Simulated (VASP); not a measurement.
# Al3BP2 (P6/mmm) in VASP: notebook

Runs on Al3BP2. Level: PBE. Tasks: relaxation of cell and atoms, single point.

Program: VASP 6.6.1. These are calculated values, not measurements. Logs are shortened: lines on timing, memory, paths and dates and some standing lists are left out, and cuts for length are marked.

## Step 1: The cell of the first run

It takes space group P6/mmm (No. 191, hexagonal). Conventional cell: a = 5.779 Å, b = 5.779 Å, c = 3.025 Å, α = 90.00°, β = 90.00°, γ = 120.00°. Al (site symmetry mmm) has 4 P at 2.25 Å and 4 Al at 2.89 Å within 3.0 Å. B (site symmetry 6/mmm) has 2 B at 3.02 Å and 12 Al at 3.26 Å and 6 P at 3.34 Å within 4.0 Å. P (site symmetry -6m2) has 6 Al at 2.25 Å within 3.0 Å.

## Step 2: Relaxation of cell and atoms, PBE

File INCAR:

```
ALGO     = Normal         # electronic algorithm
EDIFF    = 1E-6           # SCF threshold, eV
EDIFFG   = -0.04          # ionic threshold
ENCUT    = 600            # plane-wave cutoff, eV
GGA      = PE             # functional
IBRION   = 2              # ionic algorithm
ISIF     = 3              # what is computed and relaxed
ISMEAR   = 0              # smearing method
LASPH    = T              # aspherical terms in the spheres
LCHARG   = F              # write CHGCAR
LREAL    = F              # projectors in reciprocal space
LWAVE    = F              # write WAVECAR
NELM     = 80             # most SCF steps
NSW      = 90             # ionic steps
PREC     = Accurate       # precision mode
SIGMA    = 0.1            # smearing width, eV
```

File KPOINTS:

```
k-points
0
Gamma
  3 3 6
```

File POSCAR:

```
Al3BP2
1.0
    5.7790343700      0.0000000000      0.0000000000
   -2.8895171800      5.0047905700      0.0000000000
    0.0000000000      0.0000000000      3.0245913400
Al B P
3 1 2
Direct
    0.5000000000      0.0000000000      0.5000000000
    0.5000000000      0.5000000000      0.5000000000
    0.0000000000      0.5000000000      0.5000000000
    0.0000000000      0.0000000000      0.0000000000
    0.3333333300      0.6666666700      0.0000000000
    0.6666666700      0.3333333300      0.0000000000
```

Potentials or basis: VASP PAW PBE potentials, release 64 (Al, B, P).

Run with:

```
> cat potpaw_PBE.64/Al/POTCAR potpaw_PBE.64/B/POTCAR potpaw_PBE.64/P/POTCAR > POTCAR
> mpirun -np 1 vasp_std > vasp.out
```

OUTCAR:

```text
EDIFF = 1E-6
   EDIFFG = -0.04
   ENCUT = 600
   GGA = PE
   IBRION = 2
   ISIF = 3
   ISMEAR = 0
   LASPH = T
   LREAL = F
   NELM = 80
   NSW = 90
   PREC = Accurate

 ion  position               nearest neighbor table
   1  0.500  0.000  0.500-   5 2.25   6 2.25   5 2.25   6 2.25   2 2.89   2 2.89   3 2.89   3 2.89

   2  0.500  0.500  0.500-   5 2.25   6 2.25   5 2.25   6 2.25   1 2.89   1 2.89   3 2.89   3 2.89

   3  0.000  0.500  0.500-   5 2.25   6 2.25   5 2.25   6 2.25   1 2.89   1 2.89   2 2.89   2 2.89

   4  0.000  0.000  0.000-
   5  0.333  0.667  0.000-   1 2.25   1 2.25   3 2.25   3 2.25   2 2.25   2 2.25
   6  0.667  0.333  0.000-   1 2.25   1 2.25   3 2.25   3 2.25   2 2.25   2 2.25

  LATTYP: Found a hexagonal cell.
 ALAT       =     5.7790343700
 C/A-ratio  =     0.5233731358

  Lattice vectors:

 A1 = (   5.7790343700,   0.0000000000,   0.0000000000)
 A2 = (  -2.8895171800,   5.0047905700,   0.0000000000)
 A3 = (   0.0000000000,   0.0000000000,   3.0245913400)

Analysis of symmetry for initial positions (statically):
=====================================================================
 Subroutine PRICEL returns:
 Original cell was already a primitive cell.

 Routine SETGRP: Setting up the symmetry group for a
 hexagonal supercell.

 Subroutine GETGRP returns: Found 24 space group operations
 (whereof 24 operations were pure point group operations)
 out of a pool of 24 trial point group operations.

The static configuration has the point symmetry D_6h.

Analysis of symmetry for dynamics (positions and initial velocities):
=====================================================================
 Subroutine PRICEL returns:
 Original cell was already a primitive cell.

 Routine SETGRP: Setting up the symmetry group for a
 hexagonal supercell.

 Subroutine GETGRP returns: Found 24 space group operations
 (whereof 24 operations were pure point group operations)
 out of a pool of 24 trial point group operations.

The dynamic configuration has the point symmetry D_6h.

 Subroutine INISYM returns: Found 24 space group operations
 (whereof 24 operations are pure point group operations),
 and found     1 'primitive' translations

----------------------------------------------------------------------------------------

                                     Primitive cell

  volume of cell :      87.4798

  direct lattice vectors                    reciprocal lattice vectors
     5.779034370  0.000000000  0.000000000     0.173039289  0.099904280  0.000000000
    -2.889517180  5.004790570  0.000000000     0.000000000  0.199808561  0.000000000
     0.000000000  0.000000000  3.024591340     0.000000000  0.000000000  0.330623178

  length of vectors
     5.779034370  5.779034364  3.024591340     0.199808560  0.199808561  0.330623178

[... 74 lines left out ...]
   NELM   =     80;   NELMIN=  2; NELMDL= -5     # of ELM steps
   EDIFF  = 0.1E-05   stopping-criterion for ELM
   LREAL  =      F    real-space projection
   EDIFFG = -.4E-01   stopping-criterion for IOM
   NSW    =     90    number of steps for IOM
   IBRION =      2    ionic relax: 0-MD 1-quasi-New 2-CG
   NFREE  =      1    steps in history (QN), initial steepest desc. (CG)
   ISIF   =      3    stress and relaxation
   ISYM   =      2    0-nonsym 1-usesym 2-fastsym
   POTIM  = 0.5000    time-step for ionic-motion
   TEBEG  =    0.0;   TEEND  =   0.0 temperature during run
   PSTRESS=    0.0 pullay stress
   NELECT =      22.0000    total number of electrons
   NUPDOWN=      -1.0000    fix difference up-down
   EMIN   =  10.00;   EMAX   =-10.00  energy-range for DOS
   EFERMI =   0.00;   METHOD = LEGACY
   ISMEAR =     0;   SIGMA  =   0.10  broadening in eV -4-tet -1-fermi 0-gaus
   EFERMI_NEDOS =   21; number of points for ismear=-14 and -15
   IALGO  =     38    algorithm
   IMIX   =      4    mixing-type and parameters
     AMIX     =   0.40;   BMIX     =  1.00
     AMIX_MAG =   1.60;   BMIX_MAG =  1.00
  volume/ion in A,a.u.               =      14.58        98.39
  Fermi-wavevector in a.u.,A,eV,Ry     =   1.033348  1.952744 14.528399  1.067807
  Thomas-Fermi vector in A             =   2.167590
   LORBIT       =      0    0 simple, 1 ext, 2 COOP (PROOUT), +10 PAW based schemes
   GGA     = PE    functional components
   LHFCALC =     F    Hartree Fock is set to
   AEXX    =    0.0000 exact exchange contribution
   IVDW    =     0    specifies the selected vdW correction
   LEPSILON=     F    determine dielectric tensor
   LRPA    =     F    only Hartree local field effects (RPA)
 conjugate gradient relaxation of ions
 non-spin polarized calculation
 Gauss-broadening in eV      SIGMA  =   0.10
  energy-cutoff  :      600.00
  volume of cell :       87.48
 maximum number of plane-waves:      2952
 NGX is ok and might be reduce to    48
   NGX = 23   NGY = 23   NGZ = 13

--------------------------------------- Ionic step        1  -------------------------------------------

 number of electron      21.9999999 magnetization

 Free energy of the ion-electron system (eV)
  ---------------------------------------------------
  ext. energy  EPLUGINS =         0.00000000
  ---------------------------------------------------
  free energy    TOTEN  =       -22.55712363 eV

  energy without entropy =      -22.53923055  energy(sigma->0) =      -22.54817709

 E-fermi :   7.9855     XC(G=0): -10.4568

 val. band max:        7.9150281355   @ k =   0.3333   0.3333   0.0000
 cond. band min:       7.9981178878   @ k =   0.3333   0.0000   0.3333
 fundamental gap:      0.0830897524
 Fermi energy:         7.9854841212

 k-point     1 :       0.0000    0.0000    0.0000
  band No.  band energies     occupation
      1      -7.1223      2.00000
      2      -4.7731      2.00000
      3      -0.0830      2.00000
      4      -0.0830      2.00000
      5       1.7410      2.00000
      6       2.4384      2.00000
      7       2.4384      2.00000
      8       6.3214      2.00000
      9       7.5214      2.00000
     10       8.3858      0.00000
     11       8.3858      0.00000
     12       9.8819      0.00000
     13      11.2523      0.00000
     14      12.0683      0.00000
[... 396 lines left out ...]
--------------------------------------- Ionic step        6  -------------------------------------------

 number of electron      22.0000000 magnetization

 Free energy of the ion-electron system (eV)
  ---------------------------------------------------
  ext. energy  EPLUGINS =         0.00000000
  ---------------------------------------------------
  free energy    TOTEN  =       -24.35782949 eV

  energy without entropy =      -24.34076370  energy(sigma->0) =      -24.34929659

 E-fermi :   5.9842     XC(G=0):  -9.5906

 val. band max:        5.7225306459   @ k =   0.0000   0.0000   0.3333
 cond. band min:       5.9927147560   @ k =   0.3333   0.0000   0.3333
 fundamental gap:      0.2701841101
 Fermi energy:         5.9841809972

 k-point     1 :       0.0000    0.0000    0.0000
  band No.  band energies     occupation
      1      -7.7417      2.00000
      2      -5.8940      2.00000
      3      -1.2098      2.00000
      4      -1.2098      2.00000
      5       0.0677      2.00000
      6       1.2833      2.00000
      7       1.2833      2.00000
      8       3.5997      2.00000
      9       4.7878      2.00000
     10       6.2290      0.00054
     11       6.2290      0.00054
     12       6.5482      0.00000
     13       8.5301      0.00000
     14       8.9204      0.00000
[... 230 lines left out ...]
  FREE ENERGIE OF THE ION-ELECTRON SYSTEM (eV)
  ---------------------------------------------------
  free  energy   TOTEN  =       -24.3578294882 eV

  energy  without entropy=      -24.3407636992  energy(sigma->0) =      -24.34929659

 reached required accuracy - stopping structural energy minimisation
```

CONTCAR:

```text
Al3BP2
   1.00000000000000
     6.1710992889426901    0.0000000004051702    0.0000000000000000
    -3.0855496387812447    5.3443287487509403   -0.0000000000000000
    -0.0000000000000000    0.0000000000000000    3.3314630552716635
  Al              B               P
     3     1     2
Direct
     0.5000000000000000    0.0000000000000000    0.5000000000000000
     0.5000000000000000    0.5000000000000000    0.5000000000000000
     0.0000000000000000    0.5000000000000000    0.5000000000000000
     0.0000000000000000    0.0000000000000000    0.0000000000000000
     0.3333333300000021    0.6666666699999979    0.0000000000000000
     0.6666666699999979    0.3333333300000021    0.0000000000000000

  0.00000000E+00  0.00000000E+00  0.00000000E+00
  0.00000000E+00  0.00000000E+00  0.00000000E+00
  0.00000000E+00  0.00000000E+00  0.00000000E+00
  0.00000000E+00  0.00000000E+00  0.00000000E+00
  0.00000000E+00  0.00000000E+00  0.00000000E+00
  0.00000000E+00  0.00000000E+00  0.00000000E+00
```

Wall time 34 s (1 thread of Intel Xeon 6975P-C (Granite Rapids), shared host); peak memory 0.23 GiB.

Results:

| Property | Result |
| --- | --- |
| Free energy | -24.3578 eV |
| Relaxed volume | 18.31 Å³/atom |
| Relaxed cell | a = 6.171 Å, b = 6.171 Å, c = 3.331 Å, α = 90.00°, β = 90.00°, γ = 120.00° |
| Space group after relaxing (to 0.05 Å) | P6/mmm (No. 191) |
| Energy gained by relaxing | 300.1 meV/atom |
| Ionic steps | 6 |
| Pressure after relaxing | 0.1 GPa |
| Band gap on the k mesh | zero (band 11 reaches 6.44 eV, above the bottom of band 12 at 4.75 eV) |

The path:
| step | energy change (eV) | largest force (eV/Å) | pressure (GPa) | volume (Å³) |
| --- | --- | --- | --- | --- |
| 1 | 0.0000 | 0.0000 | 29.03 | 87.48 |
| 2 | -1.2431 | 0.0000 | -7.14 | 124.99 |
| 3 | -1.7717 | 0.0000 | 0.49 | 108.33 |
| 4 | -1.7717 | 0.0000 | 0.82 | 107.88 |
| 5 | -1.7975 | 0.0000 | 0.29 | 109.24 |
| 6 | -1.8007 | 0.0000 | 0.09 | 109.87 |

Final structure:
```
CELL_PARAMETERS angstrom
6.17110 0.00000 0.00000
-3.08555 5.34433 0.00000
0.00000 0.00000 3.33146
ATOMIC_POSITIONS crystal
Al 0.50000 0.00000 0.50000
Al 0.50000 0.50000 0.50000
Al 0.00000 0.50000 0.50000
B 0.00000 0.00000 0.00000
P 0.33333 0.66667 0.00000
P 0.66667 0.33333 0.00000
```

Levels at points of the mesh, in eV from the Fermi level:
| k point | band 8 | band 9 | band 10 | band 11 | band 12 | band 13 | band 14 | band 15 |
| --- | --- | --- | --- | --- | --- | --- | --- | --- |
| (0.00, 0.00, 0.00) | -2.38 | -1.20 | 0.24 | 0.24 | 0.56 | 2.55 | 2.94 | 3.27 |
| (0.00, 0.00, 0.50) | -2.60 | -2.60 | -2.50 | -2.50 | -1.24 | -0.66 | -0.66 | 1.44 |

Caveat: the k points lie up to 0.39 Å⁻¹ apart in the final cell; the volume moved by over 15 % at a fixed basis, so the end points are rough.

(Continued in part 2 of 2.)
